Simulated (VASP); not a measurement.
Set up this calculation in VASP 6.6.1, as the native input.

- Task: relaxation of cell and atoms
- Functional: PBE
- Potentials or basis: VASP PAW PBE potentials, release 64 (Ca_sv, C)
- Cutoff: 600 eV
- k mesh: 18 × 18 × 18
- Occupations: gaussian, width 0.1 eV
- Spin: no spin polarisation
- Dipole correction: no
- Further INCAR settings: ALGO = Normal; EDIFF = 1e-06; IBRION = 2; EDIFFG = -0.01; NSW = 100; ISIF = 3

The structure of CaC lies in POSCAR:

```
CaC
1.0
    0.0000000000      2.6209917900      2.6209917900
    2.6209917900      0.0000000000      2.6209917900
    2.6209917900      2.6209917900      0.0000000000
Ca C
1 1
Direct
    0.5000000000      0.5000000000      0.5000000000
    0.0000000000      0.0000000000      0.0000000000
```

The input as run:

INCAR

```
ALGO = Normal
EDIFF = 1E-6
EDIFFG = -0.01
ENCUT = 600
GGA = PE
IBRION = 2
ISIF = 3
ISMEAR = 0
LASPH = True
LCHARG = False
LREAL = False
LWAVE = False
NELM = 80
NSW = 100
PREC = Accurate
SIGMA = 0.1
```

KPOINTS

```
k-points
0
Gamma
  18 18 18
```

Potentials or basis: VASP PAW PBE potentials, release 64 (Ca_sv, C).

The run is started by

```console
$ cat potpaw_PBE.64/Ca_sv/POTCAR potpaw_PBE.64/C/POTCAR > POTCAR
$ mpirun -np 1 vasp_std > vasp.out
```

It gave:

```json
{
  "Relaxed volume": "17.90 Å³/atom",
  "Relaxed cell": "a = 3.699 Å, b = 3.699 Å, c = 3.699 Å, α = 60.00°, β = 60.00°, γ = 60.00°",
  "Space group after relaxing (to 0.05 Å)": "Fm-3m (No. 225)",
  "Energy gained by relaxing": "0.1 meV/atom",
  "Ionic steps": "2",
  "Pressure after relaxing": "0.0 GPa",
  "Band gap on the k mesh": "zero (band 7 reaches 3.70 eV, above the bottom of band 8 at 1.89 eV)"
}
```

Run time: 2.1 min on 1 thread of Intel(R) Xeon(R) Platinum 8259CL CPU @ 2.50GHz (Skylake/Cascade Lake), with other jobs on the host, peak memory 0.25 GiB.
